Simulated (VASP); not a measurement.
# HPbNO4 (P2_1/m) in VASP: further runs

The runs below take HPbNO4 through single point, with PBE+D3(BJ), r2SCAN+D4.

Everything below comes from runs of VASP 6.6.1. Logs are shortened: lines on timing, memory, paths and dates and some standing lists are left out, and cuts for length are marked.

### 1 The cell of the first run

The structure is monoclinic, space group P2_1/m (No. 11). Conventional cell: a = 6.889 Å, b = 4.161 Å, c = 7.922 Å, α = 90.00°, β = 115.14°, γ = 90.00°. Within 1.3 Å of H (site symmetry m) lie 1 O at 0.99 Å. Within 3.3 Å of Pb (site symmetry m) lie 8 O at 2.46 to 3.06 Å and 3 H at 2.96 to 2.98 Å and 1 N at 3.27 Å. N (site symmetry m) has 3 O at 1.24 to 1.28 Å within 1.7 Å. Within 1.3 Å of O (site symmetry m) lie 1 H at 0.99 Å. Within 1.7 Å of O (site symmetry m) lie 1 N at 1.24 Å. Within 1.7 Å of O (site symmetry m) lie 1 N at 1.27 Å. O (site symmetry m) has 1 N at 1.28 Å within 1.7 Å.

### 2 Single point, PBE+D3(BJ)

File INCAR:

```
SYSTEM = HPbNO4
PREC = Accurate
ENCUT = 520
EDIFF = 1E-6
ISMEAR = -1
SIGMA = 0.05
LREAL = .FALSE.
LASPH = .TRUE.
NELM = 60
ALGO = Normal
ISIF = 2
LWAVE = .FALSE.
LCHARG = .TRUE.
GGA = PE
IVDW = 12
LELF = .TRUE.
LVHAR = .TRUE.
NBANDS = 57
```

File KPOINTS:

```
regular mesh
0
G
  3 5 3
  0 0 0
```

File POSCAR:

```
HPbNO4
1.0
    6.8891279802      0.0000000000      0.0042496268
    0.0000000000      4.1607256945      0.0000000000
   -3.3700366664      0.0000000000      7.1695274386
H Pb N O
2 2 2 8
Direct
    0.2245391411      0.7500000000      0.5117678179
    0.7754608589      0.2500000000      0.4882321821
    0.2993962499      0.2500000000      0.2808771281
    0.7006037501      0.7500000000      0.7191228719
    0.2171416089      0.7500000000      0.8373744102
    0.7828583911      0.2500000000      0.1626255898
    0.3286162531      0.7500000000      0.4562704037
    0.4109585898      0.7500000000      0.8738081671
    0.1556840119      0.7500000000      0.9679239308
    0.0748398539      0.7500000000      0.6686980123
    0.6713837469      0.2500000000      0.5437295963
    0.5890414102      0.2500000000      0.1261918329
    0.8443159881      0.2500000000      0.0320760692
    0.9251601461      0.2500000000      0.3313019877
```

Potentials or basis: VASP PAW PBE potentials, release 64 (H, Pb_d, N, O).

Run with:

```
$ cat potpaw_PBE.64/H/POTCAR potpaw_PBE.64/Pb_d/POTCAR potpaw_PBE.64/N/POTCAR potpaw_PBE.64/O/POTCAR > POTCAR
$ mpirun -np 1 vasp_std > vasp.out
```

OUTCAR:

```text
SYSTEM = HPbNO4
   PREC = Accurate
   ENCUT = 520
   EDIFF = 1E-6
   ISMEAR = -1
   LREAL = .FALSE.
   LASPH = .TRUE.
   NELM = 60
   ISIF = 2
   GGA = PE
   IVDW = 12
 IVDW          = 12

 ion  position               nearest neighbor table
   1  0.225  0.750  0.512-   7 0.99
   2  0.775  0.250  0.488-  11 0.99
   3  0.299  0.250  0.281-   7 2.46   7 2.46  11 2.52  12 2.75  14 2.77  13 2.91   4 3.98   4 3.98

   4  0.701  0.750  0.719-  11 2.46  11 2.46   7 2.52   8 2.75  10 2.77   9 2.91   3 3.98   3 3.98

   5  0.217  0.750  0.837-   8 1.24   9 1.27  10 1.28
   6  0.783  0.250  0.163-  12 1.24  13 1.27  14 1.28
   7  0.329  0.750  0.456-   1 0.99   3 2.46   3 2.46   4 2.52
   8  0.411  0.750  0.874-   5 1.24   4 2.75
   9  0.156  0.750  0.968-   5 1.27   4 2.91
  10  0.075  0.750  0.669-   5 1.28   4 2.77
  11  0.671  0.250  0.544-   2 0.99   4 2.46   4 2.46   3 2.52
  12  0.589  0.250  0.126-   6 1.24   3 2.75
  13  0.844  0.250  0.032-   6 1.27   3 2.91
  14  0.925  0.250  0.331-   6 1.28   3 2.77

  LATTYP: Found a simple monoclinic cell.
 ALAT       =     6.8891292909
 B/A-ratio  =     0.6039552342
 C/A-ratio  =     1.1499384860
 COS(beta)  =    -0.4248398900

  Lattice vectors:

 A1 = (   6.8891279802,   0.0000000000,   0.0042496268)
 A2 = (   0.0000000000,   4.1607256945,   0.0000000000)
 A3 = (  -3.3700366664,   0.0000000000,   7.1695274386)

Analysis of symmetry for initial positions (statically):
=====================================================================
 Subroutine PRICEL returns:
 Original cell was already a primitive cell.

 Routine SETGRP: Setting up the symmetry group for a
 simple monoclinic supercell.

 Subroutine GETGRP returns: Found  4 space group operations
 (whereof  2 operations were pure point group operations)
 out of a pool of  4 trial point group operations.

The static configuration has the point symmetry S_2 .
 The point group associated with its full space group is C_2h.

Analysis of symmetry for dynamics (positions and initial velocities):
=====================================================================
 Subroutine PRICEL returns:
 Original cell was already a primitive cell.

 Routine SETGRP: Setting up the symmetry group for a
 simple monoclinic supercell.

 Subroutine GETGRP returns: Found  4 space group operations
 (whereof  2 operations were pure point group operations)
 out of a pool of  4 trial point group operations.

The dynamic configuration has the point symmetry S_2 .
 The point group associated with its full space group is C_2h.

 Subroutine INISYM returns: Found  4 space group operations
 (whereof  2 operations are pure point group operations),
 and found     1 'primitive' translations

----------------------------------------------------------------------------------------

                                     Primitive cell

  volume of cell :     205.5653

  direct lattice vectors                    reciprocal lattice vectors
     6.889127980  0.000000000  0.004249627     0.145114176  0.000000000  0.068210924
     0.000000000  4.160725694  0.000000000     0.000000000  0.240342689  0.000000000
    -3.370036666  0.000000000  7.169527439    -0.000086014  0.000000000  0.139438776

  length of vectors
     6.889129291  4.160725694  7.922074907     0.160346045  0.240342689  0.139438802

  position of ions in fractional coordinates (direct lattice)
     0.224539141  0.750000000  0.511767818
     0.775460859  0.250000000  0.488232182
     0.299396250  0.250000000  0.280877128
     0.700603750  0.750000000  0.719122872
     0.217141609  0.750000000  0.837374410
     0.782858391  0.250000000  0.162625590
     0.328616253  0.750000000  0.456270404
     0.410958590  0.750000000  0.873808167
     0.155684012  0.750000000  0.967923931
     0.074839854  0.750000000  0.668698012
     0.671383747  0.250000000  0.543729596
     0.589041410  0.250000000  0.126191833
     0.844315988  0.250000000  0.032076069
     0.925160146  0.250000000  0.331301988

  ion indices of the primitive-cell ions
   primitive index   ion index
                 1           1
                 2           2
                 3           3
                 4           4
                 5           5
                 6           6
                 7           7
                 8           8
                 9           9
                10          10
                11          11
                12          12
                13          13
                14          14

----------------------------------------------------------------------------------------

 KPOINTS: regular mesh

Automatic generation of k-mesh.
 Grid dimensions read from file:
 generate k-points for:    3    5    3

 Generating k-lattice:

  Cartesian coordinates                     Fractional coordinates (reciprocal lattice)
     0.048371392  0.000000000  0.022736975     0.333333333  0.000000000 -0.000000000
     0.000000000  0.048068538  0.000000000     0.000000000  0.200000000  0.000000000
    -0.000028671  0.000000000  0.046479592    -0.000000000  0.000000000  0.333333333

  Length of vectors
     0.053448682  0.048068538  0.046479601

  Shift w.r.t. Gamma in fractional coordinates (k-lattice)
     0.000000000  0.000000000  0.000000000

 Subroutine IBZKPT returns following result:
 ===========================================

 Found     15 irreducible k-points:

 Following reciprocal coordinates:
            Coordinates               Weight
  0.000000  0.000000  0.000000      1.000000
  0.333333  0.000000  0.000000      2.000000
  0.000000  0.200000  0.000000      2.000000
  0.333333  0.200000  0.000000      4.000000
  0.000000  0.400000  0.000000      2.000000
  0.333333  0.400000  0.000000      4.000000
 -0.000000  0.000000  0.333333      2.000000
  0.333333  0.000000  0.333333      2.000000
 -0.333333  0.000000  0.333333      2.000000
 -0.000000  0.200000  0.333333      4.000000
  0.333333  0.200000  0.333333      4.000000
 -0.333333  0.200000  0.333333      4.000000
 -0.000000  0.400000  0.333333      4.000000
  0.333333  0.400000  0.333333      4.000000
 -0.333333  0.400000  0.333333      4.000000
   k-points           NKPTS =     15   k-points in BZ     NKDIM =     15   number of bands    NBANDS=     57
   number of dos      NEDOS =    301   number of ions     NIONS =     14
   total plane-waves  NPLWV = 103680
   dimension x,y,z NGX =    54 NGY =   32 NGZ =   60
   dimension x,y,z NGXF=   108 NGYF=   64 NGZF=  120
   ions per type =               2   2   2   8
   NGX,Y,Z   is equivalent  to a cutoff of  13.03, 12.79, 12.59 a.u.
   NGXF,Y,Z  is equivalent  to a cutoff of  26.06, 25.57, 25.18 a.u.
 SYSTEM =  HPbNO4
   PREC   = accura    normal or accurate (medium, high low for compatibility)
   ISTART =      0    job   : 0-new  1-cont  2-samecut
   ICHARG =      2    charge: 1-file 2-atom 10-const
   ISPIN  =      1    spin polarized calculation?
   LNONCOLLINEAR =      F non collinear calculations
   LSORBIT =      F    spin-orbit coupling
   LASPH  =      T    aspherical Exc in radial PAW
   ENCUT  =  520.0 eV  38.22 Ry    6.18 a.u.  12.81  7.74 14.73*2*pi/ulx,y,z
   NELM   =     60;   NELMIN=  2; NELMDL= -5     # of ELM steps
   EDIFF  = 0.1E-05   stopping-criterion for ELM
   LREAL  =      F    real-space projection
   EDIFFG = 0.1E-04   stopping-criterion for IOM
   NSW    =      0    number of steps for IOM
   IBRION =     -1    ionic relax: 0-MD 1-quasi-New 2-CG
   NFREE  =      0    steps in history (QN), initial steepest desc. (CG)
   ISIF   =      2    stress and relaxation
   ISYM   =      2    0-nonsym 1-usesym 2-fastsym
   POTIM  = 0.5000    time-step for ionic-motion
   TEBEG  =    0.0;   TEEND  =   0.0 temperature during run
   PSTRESS=    0.0 pullay stress
   NELECT =      88.0000    total number of electrons
   NUPDOWN=      -1.0000    fix difference up-down
   EMIN   =  10.00;   EMAX   =-10.00  energy-range for DOS
   EFERMI =   0.00;   METHOD = LEGACY
   ISMEAR =    -1;   SIGMA  =   0.05  broadening in eV -4-tet -1-fermi 0-gaus
   EFERMI_NEDOS =   21; number of points for ismear=-14 and -15
   IALGO  =     38    algorithm
   IMIX   =      4    mixing-type and parameters
     AMIX     =   0.40;   BMIX     =  1.00
     AMIX_MAG =   1.60;   BMIX_MAG =  1.00
  volume/ion in A,a.u.               =      14.68        99.09
  Fermi-wavevector in a.u.,A,eV,Ry     =   1.233822  2.331585 20.712372  1.522316
  Thomas-Fermi vector in A             =   2.368537
   LORBIT       =      0    0 simple, 1 ext, 2 COOP (PROOUT), +10 PAW based schemes
   GGA     = PE    functional components
   LHFCALC =     F    Hartree Fock is set to
   AEXX    =    0.0000 exact exchange contribution
   IVDW    =    12    specifies the selected vdW correction
   LEPSILON=     F    determine dielectric tensor
   LRPA    =     F    only Hartree local field effects (RPA)
 non-spin polarized calculation
  energy-cutoff  :      520.00
  volume of cell :      205.57
 maximum number of plane-waves:      5553
 NGX is ok and might be reduce to    54
   NGX = 25   NGY = 15   NGZ = 29

 number of electron      88.0000011 magnetization

 Free energy of the ion-electron system (eV)
  ---------------------------------------------------
  ext. energy  EPLUGINS =         0.00000000
  ---------------------------------------------------
  free energy    TOTEN  =       -81.08836014 eV

  energy without entropy =      -81.08836014  energy(sigma->0) =      -81.08836014

 E-fermi :   1.8193     XC(G=0):  -8.5230

 val. band max:        0.7067158490   @ k =  -0.3333   0.0000   0.3333
 cond. band min:       3.7606827077   @ k =  -0.0000   0.2000   0.3333
 fundamental gap:      3.0539668587
 Fermi energy:         1.8193480804

 k-point     1 :       0.0000    0.0000    0.0000
  band No.  band energies     occupation
      1     -25.0281      2.00000
      2     -24.9829      2.00000
      3     -19.7171      2.00000
      4     -19.6094      2.00000
      5     -19.3276      2.00000
      6     -19.2702      2.00000
[... 48 lines left out ...]
     55       9.6109      0.00000
     56      10.3722      0.00000

 k-point     2 :       0.3333    0.0000    0.0000
  band No.  band energies     occupation
      1     -25.0213      2.00000
      2     -24.9888      2.00000
      3     -19.7069      2.00000
      4     -19.6282      2.00000
      5     -19.3251      2.00000
      6     -19.2719      2.00000
[... 48 lines left out ...]
     55       9.6173      0.00000
     56      10.1441      0.00000

 k-point     3 :       0.0000    0.2000    0.0000
  band No.  band energies     occupation
      1     -25.0216      2.00000
      2     -24.9852      2.00000
      3     -19.7051      2.00000
      4     -19.6179      2.00000
      5     -19.3205      2.00000
      6     -19.2739      2.00000
[... 641 lines left out ...]
 k-point    14 :       0.3333    0.4000    0.3333
  band No.  band energies     occupation
      1     -25.0044      2.00000
      2     -24.9946      2.00000
      3     -19.6744      2.00000
      4     -19.6504      2.00000
      5     -19.2985      2.00000
      6     -19.2906      2.00000
[... 48 lines left out ...]
     55       9.5224      0.00000
     56      10.0381      0.00000

 k-point    15 :      -0.3333    0.4000    0.3333
  band No.  band energies     occupation
      1     -25.0053      2.00000
      2     -24.9937      2.00000
      3     -19.6760      2.00000
      4     -19.6490      2.00000
      5     -19.2990      2.00000
      6     -19.2898      2.00000
[... 48 lines left out ...]
     55       9.4783      0.00000
     56       9.5559      0.00000
 [bands above 56 left out]

------------------------ aborting loop because EDIFF is reached ----------------------------------------

 Edisp (eV)   -1.44897

 E8    (eV) :    -0.5109

  FORCE on cell =-STRESS in cart. coord.  units (eV):
  Direction    XX          YY          ZZ          XY          YZ          ZX
  --------------------------------------------------------------------------------------
  -------------------------------------------------------------------------------------
  Total       1.53350    -0.29200     1.03736     0.00000     0.00000     0.00330
  in kB      11.95210    -2.27586     8.08518     0.00000     0.00000     0.02575
  external pressure =        5.92 kB  Pullay stress =        0.00 kB

 VOLUME and BASIS-vectors are now :
 -----------------------------------------------------------------------------
  energy-cutoff  :      520.00
  volume of cell :      205.57
      direct lattice vectors                 reciprocal lattice vectors
     6.889127980  0.000000000  0.004249627     0.145114176  0.000000000  0.068210924
     0.000000000  4.160725694  0.000000000     0.000000000  0.240342689  0.000000000
    -3.370036666  0.000000000  7.169527439    -0.000086014  0.000000000  0.139438776

 POSITION                                       TOTAL-FORCE (eV/Angst)
 -----------------------------------------------------------------------------------
     -0.17780      3.12054      3.67009        -0.088335      0.000000      0.036897
      3.69689      1.04018      3.50369         0.088335     -0.000000     -0.036897
      1.11601      1.04018      2.01503         0.010847      0.000000     -0.013176
      2.40308      3.12054      5.15875        -0.010847      0.000000      0.013176
     -1.32607      3.12054      6.00450        -0.110863      0.000000     -0.019732
      4.84516      1.04018      1.16928         0.110863      0.000000      0.019732
      0.72623      3.12054      3.27264         0.071395      0.000000     -0.033466
     -0.11362      3.12054      6.26654         0.467989      0.000000      0.090501
     -2.18941      3.12054      6.94022        -0.236238      0.000000      0.256850
     -1.73796      3.12054      4.79457        -0.103659      0.000000     -0.324097
      2.79286      1.04018      3.90114        -0.071395      0.000000      0.033466
      3.63271      1.04018      0.90724        -0.467989     -0.000000     -0.090501
      5.70850      1.04018      0.23356         0.236238      0.000000     -0.256850
      5.25705      1.04018      2.37921         0.103659      0.000000      0.324097
 -----------------------------------------------------------------------------------
    total drift:                                0.000000     -0.000000     -0.000000

  FREE ENERGIE OF THE ION-ELECTRON SYSTEM (eV)
  ---------------------------------------------------
  free  energy   TOTEN  =       -82.5373277240 eV

  energy  without entropy=      -82.5373277239  energy(sigma->0) =      -82.53732772
```

Wall time 5 min (1 thread of Intel Xeon Platinum 8259CL at 2.50GHz (Skylake/Cascade Lake), shared host); peak memory 0.4 GiB.

What came out:

```yaml
Free_energy: -82.5373 eV
Pressure: 0.6 GPa
Largest_force: 0.477 eV/Å
Band_gap_on_the_k_mesh: 3.05 eV (least direct gap 3.18 eV)
Dispersion_energy_per_atom: -0.103 eV
```

Forces on the atoms (eV/Å):
```
H   -0.088  0.000  0.037
H    0.088  0.000 -0.037
Pb   0.011  0.000 -0.013
Pb  -0.011  0.000  0.013
N   -0.111  0.000 -0.020
N    0.111  0.000  0.020
O    0.071  0.000 -0.033
O    0.468  0.000  0.091
O   -0.236  0.000  0.257
O   -0.104  0.000 -0.324
O   -0.071  0.000  0.033
O   -0.468  0.000 -0.091
O    0.236  0.000 -0.257
O    0.104  0.000  0.324
```

Levels at points of the mesh, in eV from the valence-band top:
| k point | band 42 | band 43 | band 44 | band 45 | band 46 | band 47 |
| --- | --- | --- | --- | --- | --- | --- |
| (0.00, 0.00, 0.00) | -0.42 | -0.42 | -0.05 | 3.13 | 3.84 | 4.16 |

Caveat: the standard files for N, O and F lose accuracy on very short bonds; spin-orbit coupling is left out, which moves the levels of the heavy elements. A k mesh can miss the band edges.

### 3 Single point, r2SCAN+D4

This run uses another cell than the first one, of 13.96 Å³/atom.

File POSCAR:

```
HPbNO4
1.0
    6.7985304342      0.0000000000     -0.1340380823
    0.0000000000      4.0641739544      0.0000000000
   -3.4723349844      0.0000000000      7.1413086107
H Pb N O
2 2 2 8
Direct
    0.2199764055      0.7500000000      0.5062430466
    0.7800235945      0.2500000000      0.4937569534
    0.2962228700      0.2500000000      0.2784112378
    0.7037771300      0.7500000000      0.7215887622
    0.2229653220      0.7500000000      0.8373888874
    0.7770346780      0.2500000000      0.1626111126
    0.3274588203      0.7500000000      0.4565987989
    0.4174953191      0.7500000000      0.8685606276
    0.1725129837      0.7500000000      0.9720282262
    0.0687818170      0.7500000000      0.6693916423
    0.6725411797      0.2500000000      0.5434012011
    0.5825046809      0.2500000000      0.1314393724
    0.8274870163      0.2500000000      0.0279717738
    0.9312181830      0.2500000000      0.3306083577
```

File INCAR.step1:

```
SYSTEM = HPbNO4
ALGO = Normal ; EDIFF = 1E-4
ENCUT = 520 ; GGA = PE
ISMEAR = -1 ; LASPH = .True.
LCHARG = .False. ; LREAL = .False.
LWAVE = .True. ; NBANDS = 57
NELM = 100 ; PREC = Accurate
SIGMA = 0.05
```

File INCAR.step2:

```
SYSTEM = HPbNO4
ALGO = Normal ; EDIFF = 1E-6
ENCUT = 520 ; ISIF = 2
ISMEAR = -1 ; ISTART = 1
IVDW = 13 ; LASPH = .True.
LCHARG = .False. ; LMIXTAU = .True.
LREAL = .False. ; LWAVE = .False.
METAGGA = R2SCAN ; NBANDS = 57
NELM = 100 ; PREC = Accurate
SIGMA = 0.05 ; VDW_A1 = 0.51559235
VDW_A2 = 5.77342911 ; VDW_S6 = 1.0
VDW_S8 = 0.6018749
```

File KPOINTS:

```
k-points
0
Gamma
  3 5 3
  0 0 0
```

Potentials or basis: VASP PAW PBE potentials, release 64 (H, Pb_d, N, O).

Run with:

```
$ cat potpaw_PBE.64/H/POTCAR potpaw_PBE.64/Pb_d/POTCAR potpaw_PBE.64/N/POTCAR potpaw_PBE.64/O/POTCAR > POTCAR
$ cp INCAR.step1 INCAR
$ mpirun -np 1 vasp_std > vasp.out
$ cp INCAR.step2 INCAR
$ mpirun -np 1 vasp_std > vasp.out
```

Run time: 11 min. Hardware: 1 thread of AMD EPYC 7R13 (Zen 3), shared host; peak memory 0.39 GiB.

It converged, with:

```yaml
Free_energy: -197.1716 eV
Pressure: 1.1 GPa
Largest_force: 0.702 eV/Å
Band_gap_on_the_k_mesh: 3.42 eV (least direct gap 3.60 eV)
Dispersion_energy_per_atom: -0.051 eV
```

Forces in eV/Å, atoms in the order of the input:
```
H   -0.153  0.000  0.064
H    0.153  0.000 -0.064
Pb   0.016  0.000 -0.044
Pb  -0.016  0.000  0.044
N   -0.151  0.000 -0.011
N    0.151  0.000  0.011
O    0.099  0.000 -0.038
O    0.695  0.000  0.098
O   -0.336  0.000  0.401
O   -0.171  0.000 -0.490
O   -0.099  0.000  0.038
O   -0.695  0.000 -0.098
O    0.336  0.000 -0.401
O    0.171  0.000  0.490
```

Stress tensor (GPa, compression positive):
```
 1.98  0.00  0.01
 0.00 -0.12  0.00
 0.01  0.00  1.43
```

Levels at points of the mesh, in eV from the valence-band top:
```csv
k point,band 41,band 42,band 43,band 44,band 45,band 46,band 47,band 48
"(0.00, 0.00, 0.00)",-1.44,-0.60,-0.51,-0.07,3.53,4.24,4.81,4.91
```

Caveat: the standard files for N, O and F lose accuracy on very short bonds; the PAW data sets were made with another functional, which shifts forces and pressure a little; spin-orbit coupling is left out, which moves the levels of the heavy elements. A k mesh can miss the band edges.
